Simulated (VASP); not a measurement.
# Li2Bi (Fd-3m) in VASP: further runs

Runs on Li2Bi. Level: PBE. Tasks: single point, relaxation of cell and atoms.

Program: VASP 6.6.1. These are calculated values, not measurements. Logs are shortened: lines on timing, memory, paths and dates and some standing lists are left out, and cuts for length are marked.

## Step 1: The cell of the first run

It takes space group Fd-3m (No. 227, cubic). The conventional cell has a = 7.628 Å, b = 7.628 Å, c = 7.628 Å, α = 90.00°, β = 90.00°, γ = 90.00°. Within 3.6 Å of Li (site symmetry -3m) lie 6 Li at 2.70 Å and 6 Bi at 3.16 Å. Within 4.2 Å of Bi (site symmetry -43m) lie 12 Li at 3.16 Å and 4 Bi at 3.30 Å.

## Step 2: Single point, PBE

INCAR

```
ALGO = Fast
EDIFF = 1E-6
ENCUT = 520
GGA = PE
ISIF = 2
ISMEAR = 0
LASPH = True
LCHARG = False
LREAL = False
LWAVE = False
NBANDS = 30
NELM = 100
PREC = Accurate
SIGMA = 0.1
```

KPOINTS

```
k-points
0
Gamma
  4 4 4
```

POSCAR

```
Li2Bi
1.0
    0.0000000000      3.8139552711      3.8139552711
    3.8139552711      0.0000000000      3.8139552711
    3.8139552711      3.8139552711      0.0000000000
Li Bi
4 2
Direct
    0.6250000000      0.6250000000      0.6250000000
    0.1250000000      0.6250000000      0.6250000000
    0.6250000000      0.6250000000      0.1250000000
    0.6250000000      0.1250000000      0.6250000000
    0.0000000000      0.0000000000      0.0000000000
    0.2500000000      0.2500000000      0.2500000000
```

Potentials or basis: VASP PAW PBE potentials, release 64 (Li_sv, Bi_d).

Started as:

```console
cat potpaw_PBE.64/Li_sv/POTCAR potpaw_PBE.64/Bi_d/POTCAR > POTCAR
mpirun -np 1 vasp_std > vasp.out
```

OUTCAR:

```text
EDIFF = 1E-6
   ENCUT = 520
   GGA = PE
   ISIF = 2
   ISMEAR = 0
   LASPH = True
   LREAL = False
   NELM = 100
   PREC = Accurate

 ion  position               nearest neighbor table
   1  0.625  0.625  0.625-   6 3.16   5 3.16   6 3.16   6 3.16   5 3.16   5 3.16
   2  0.125  0.625  0.625-   6 3.16   6 3.16   5 3.16   5 3.16   5 3.16   6 3.16
   3  0.625  0.625  0.125-   6 3.16   6 3.16   5 3.16   5 3.16   5 3.16   6 3.16
   4  0.625  0.125  0.625-   6 3.16   6 3.16   5 3.16   5 3.16   5 3.16   6 3.16
   5  0.000  0.000  0.000-   3 3.16   4 3.16   2 3.16   3 3.16   1 3.16   2 3.16   4 3.16   1 3.16
                             1 3.16   2 3.16   3 3.16   4 3.16   6 3.30   6 3.30   6 3.30   6 3.30
   6  0.250  0.250  0.250-   1 3.16   2 3.16   4 3.16   2 3.16   3 3.16   3 3.16   4 3.16   2 3.16
                             3 3.16   1 3.16   4 3.16   1 3.16   5 3.30   5 3.30   5 3.30   5 3.30

  LATTYP: Found a face centered cubic cell.
 ALAT       =     7.6279105422

  Lattice vectors:

 A1 = (   0.0000000000,   3.8139552711,   3.8139552711)
 A2 = (   3.8139552711,   0.0000000000,   3.8139552711)
 A3 = (   3.8139552711,   3.8139552711,   0.0000000000)

Analysis of symmetry for initial positions (statically):
=====================================================================
 Subroutine PRICEL returns:
 Original cell was already a primitive cell.

 Routine SETGRP: Setting up the symmetry group for a
 face centered cubic supercell.

 Subroutine GETGRP returns: Found 48 space group operations
 (whereof 24 operations were pure point group operations)
 out of a pool of 48 trial point group operations.

The static configuration has the point symmetry T_d .
 The point group associated with its full space group is O_h .

Analysis of symmetry for dynamics (positions and initial velocities):
=====================================================================
 Subroutine PRICEL returns:
 Original cell was already a primitive cell.

 Routine SETGRP: Setting up the symmetry group for a
 face centered cubic supercell.

 Subroutine GETGRP returns: Found 48 space group operations
 (whereof 24 operations were pure point group operations)
 out of a pool of 48 trial point group operations.

The dynamic configuration has the point symmetry T_d .
 The point group associated with its full space group is O_h .

 Subroutine INISYM returns: Found 48 space group operations
 (whereof 24 operations are pure point group operations),
 and found     1 'primitive' translations

----------------------------------------------------------------------------------------

                                     Primitive cell

  volume of cell :     110.9575

  direct lattice vectors                    reciprocal lattice vectors
     0.000000000  3.813955271  3.813955271    -0.131097500  0.131097500  0.131097500
     3.813955271  0.000000000  3.813955271     0.131097500 -0.131097500  0.131097500
     3.813955271  3.813955271  0.000000000     0.131097500  0.131097500 -0.131097500

  length of vectors
     5.393747271  5.393747271  5.393747271     0.227067530  0.227067530  0.227067530

  position of ions in fractional coordinates (direct lattice)
     0.625000000  0.625000000  0.625000000
     0.125000000  0.625000000  0.625000000
     0.625000000  0.625000000  0.125000000
     0.625000000  0.125000000  0.625000000
     0.000000000  0.000000000  0.000000000
     0.250000000  0.250000000  0.250000000

  ion indices of the primitive-cell ions
   primitive index   ion index
                 1           1
                 2           2
                 3           3
                 4           4
                 5           5
                 6           6

----------------------------------------------------------------------------------------

 KPOINTS: k-points

Automatic generation of k-mesh.
 Grid dimensions read from file:
 generate k-points for:    4    4    4

 Generating k-lattice:

  Cartesian coordinates                     Fractional coordinates (reciprocal lattice)
    -0.032774375  0.032774375  0.032774375     0.250000000  0.000000000  0.000000000
     0.032774375 -0.032774375  0.032774375     0.000000000  0.250000000  0.000000000
     0.032774375  0.032774375 -0.032774375     0.000000000  0.000000000  0.250000000

  Length of vectors
     0.056766883  0.056766883  0.056766883

  Shift w.r.t. Gamma in fractional coordinates (k-lattice)
     0.000000000  0.000000000  0.000000000

 Subroutine IBZKPT returns following result:
 ===========================================

 Found      8 irreducible k-points:

 Following reciprocal coordinates:
            Coordinates               Weight
  0.000000  0.000000  0.000000      1.000000
  0.250000  0.000000  0.000000      8.000000
  0.500000  0.000000  0.000000      4.000000
  0.250000  0.250000  0.000000      6.000000
  0.500000  0.250000  0.000000     24.000000
 -0.250000  0.250000  0.000000     12.000000
  0.500000  0.500000  0.000000      3.000000
 -0.250000  0.500000  0.250000      6.000000
   k-points           NKPTS =      8   k-points in BZ     NKDIM =      8   number of bands    NBANDS=     30
   number of dos      NEDOS =    301   number of ions     NIONS =      6
   total plane-waves  NPLWV =  64000
   dimension x,y,z NGX =    40 NGY =   40 NGZ =   40
   dimension x,y,z NGXF=    80 NGYF=   80 NGZF=   80
   ions per type =               4   2
   NGX,Y,Z   is equivalent  to a cutoff of  12.33, 12.33, 12.33 a.u.
   NGXF,Y,Z  is equivalent  to a cutoff of  24.66, 24.66, 24.66 a.u.
 SYSTEM =  unknown system
   PREC   = accura    normal or accurate (medium, high low for compatibility)
   ISTART =      0    job   : 0-new  1-cont  2-samecut
   ICHARG =      2    charge: 1-file 2-atom 10-const
   ISPIN  =      1    spin polarized calculation?
   LNONCOLLINEAR =      F non collinear calculations
   LSORBIT =      F    spin-orbit coupling
   LASPH  =      T    aspherical Exc in radial PAW
   ENCUT  =  520.0 eV  38.22 Ry    6.18 a.u.  10.03 10.03 10.03*2*pi/ulx,y,z
   NELM   =    100;   NELMIN=  2; NELMDL= -5     # of ELM steps
   EDIFF  = 0.1E-05   stopping-criterion for ELM
   LREAL  =      F    real-space projection
   EDIFFG = 0.1E-04   stopping-criterion for IOM
   NSW    =      0    number of steps for IOM
   IBRION =     -1    ionic relax: 0-MD 1-quasi-New 2-CG
   NFREE  =      0    steps in history (QN), initial steepest desc. (CG)
   ISIF   =      2    stress and relaxation
   ISYM   =      2    0-nonsym 1-usesym 2-fastsym
   POTIM  = 0.5000    time-step for ionic-motion
   TEBEG  =    0.0;   TEEND  =   0.0 temperature during run
   PSTRESS=    0.0 pullay stress
   NELECT =      42.0000    total number of electrons
   NUPDOWN=      -1.0000    fix difference up-down
   EMIN   =  10.00;   EMAX   =-10.00  energy-range for DOS
   EFERMI =   0.00;   METHOD = LEGACY
   ISMEAR =     0;   SIGMA  =   0.10  broadening in eV -4-tet -1-fermi 0-gaus
   EFERMI_NEDOS =   21; number of points for ismear=-14 and -15
   IALGO  =     68    algorithm
   IMIX   =      4    mixing-type and parameters
     AMIX     =   0.40;   BMIX     =  1.00
     AMIX_MAG =   1.60;   BMIX_MAG =  1.00
  volume/ion in A,a.u.               =      18.49       124.80
  Fermi-wavevector in a.u.,A,eV,Ry     =   1.184238  2.237885 19.081078  1.402420
  Thomas-Fermi vector in A             =   2.320456
   LORBIT       =      0    0 simple, 1 ext, 2 COOP (PROOUT), +10 PAW based schemes
   GGA     = PE    functional components
   LHFCALC =     F    Hartree Fock is set to
   AEXX    =    0.0000 exact exchange contribution
   IVDW    =     0    specifies the selected vdW correction
   LEPSILON=     F    determine dielectric tensor
   LRPA    =     F    only Hartree local field effects (RPA)
 non-spin polarized calculation
 RMM-DIIS sequential band-by-band and
 Gauss-broadening in eV      SIGMA  =   0.10
  energy-cutoff  :      520.00
  volume of cell :      110.96
 maximum number of plane-waves:      3002
   NGX = 21   NGY = 21   NGZ = 21

 number of electron      41.9999945 magnetization

 Free energy of the ion-electron system (eV)
  ---------------------------------------------------
  ext. energy  EPLUGINS =         0.00000000
  ---------------------------------------------------
  free energy    TOTEN  =       -16.25567522 eV

  energy without entropy =      -16.21189365  energy(sigma->0) =      -16.23378444

 E-fermi :   5.5031     XC(G=0):  -9.4295

 val. band max:        5.4998433586   @ k =   0.5000   0.2500   0.0000
 cond. band min:       5.5177426089   @ k =  -0.2500   0.2500   0.0000
 fundamental gap:      0.0178992504
 Fermi energy:         5.5031479065

 k-point     1 :       0.0000    0.0000    0.0000
  band No.  band energies     occupation
      1     -40.7976      2.00000
      2     -40.7494      2.00000
      3     -40.7494      2.00000
      4     -40.7494      2.00000
      5     -17.0289      2.00000
      6     -17.0289      2.00000
[... 22 lines left out ...]
     29      10.4891      0.00000
     30      14.1444      0.00000

 k-point     2 :       0.2500    0.0000    0.0000
  band No.  band energies     occupation
      1     -40.7926      2.00000
      2     -40.7543      2.00000
      3     -40.7493      2.00000
      4     -40.7493      2.00000
      5     -17.0386      2.00000
      6     -17.0386      2.00000
[... 22 lines left out ...]
     29      11.3258      0.00000
     30      12.6633      0.00000

 k-point     3 :       0.5000    0.0000    0.0000
  band No.  band energies     occupation
      1     -40.7856      2.00000
      2     -40.7615      2.00000
      3     -40.7494      2.00000
      4     -40.7494      2.00000
      5     -17.0432      2.00000
      6     -17.0432      2.00000
[... 154 lines left out ...]
     29      11.5274      0.00000
     30      11.7000      0.00000

 k-point     8 :      -0.2500    0.5000    0.2500
  band No.  band energies     occupation
      1     -40.7735      2.00000
      2     -40.7735      2.00000
      3     -40.7494      2.00000
      4     -40.7494      2.00000
      5     -17.0546      2.00000
      6     -17.0546      2.00000
[... 22 lines left out ...]
     29      11.6691      0.00000
     30      11.6694      0.00000

------------------------ aborting loop because EDIFF is reached ----------------------------------------

  FORCE on cell =-STRESS in cart. coord.  units (eV):
  Direction    XX          YY          ZZ          XY          YZ          ZX
  --------------------------------------------------------------------------------------
  -------------------------------------------------------------------------------------
  Total        3.6808772      3.6808772      3.6808772     -0.0000000     -0.0000000     -0.0000000
  in kB       53.1502283     53.1502283     53.1502283     -0.0000000     -0.0000000     -0.0000000
  external PRESSURE =      53.1502283 kB  Pullay stress =       0.0000000 kB

 VOLUME and BASIS-vectors are now :
 -----------------------------------------------------------------------------
  energy-cutoff  :      520.00
  volume of cell :      110.96
      direct lattice vectors                 reciprocal lattice vectors
     0.000000000  3.813955271  3.813955271    -0.131097500  0.131097500  0.131097500
     3.813955271  0.000000000  3.813955271     0.131097500 -0.131097500  0.131097500
     3.813955271  3.813955271  0.000000000     0.131097500  0.131097500 -0.131097500

 POSITION                                       TOTAL-FORCE (eV/Angst)
 -----------------------------------------------------------------------------------
      4.76744      4.76744      4.76744         0.000000     -0.000000      0.000000
      4.76744      2.86047      2.86047         0.000000      0.000000      0.000000
      2.86047      2.86047      4.76744         0.000000     -0.000000      0.000000
      2.86047      4.76744      2.86047         0.000000     -0.000000      0.000000
      0.00000      0.00000      0.00000         0.000000     -0.000000      0.000000
      1.90698      1.90698      1.90698        -0.000000      0.000000     -0.000000
 -----------------------------------------------------------------------------------
    total drift:                               -0.000000     -0.000000      0.000000

  FREE ENERGIE OF THE ION-ELECTRON SYSTEM (eV)
  ---------------------------------------------------
  free  energy   TOTEN  =       -16.2556752249 eV

  energy  without entropy=      -16.2118936461  energy(sigma->0) =      -16.23378444
```

It took 46 s on 1 thread of Intel Xeon 6975P-C (Granite Rapids), shared host; peak memory 0.23 GiB.

Results:

```yaml
Free_energy: -16.2557 eV
Band_gap_on_the_k_mesh: zero (band 21 reaches 7.63 eV, above the bottom of band 22 at 4.09 eV)
```

Caveat: the cutoff is under 1.25 times the usual one of these potentials, so pressure, stress and relaxed cells hold a basis-set (Pulay) error; spin-orbit coupling is left out, which moves the levels of the heavy elements.

[end of part 1 of 3]
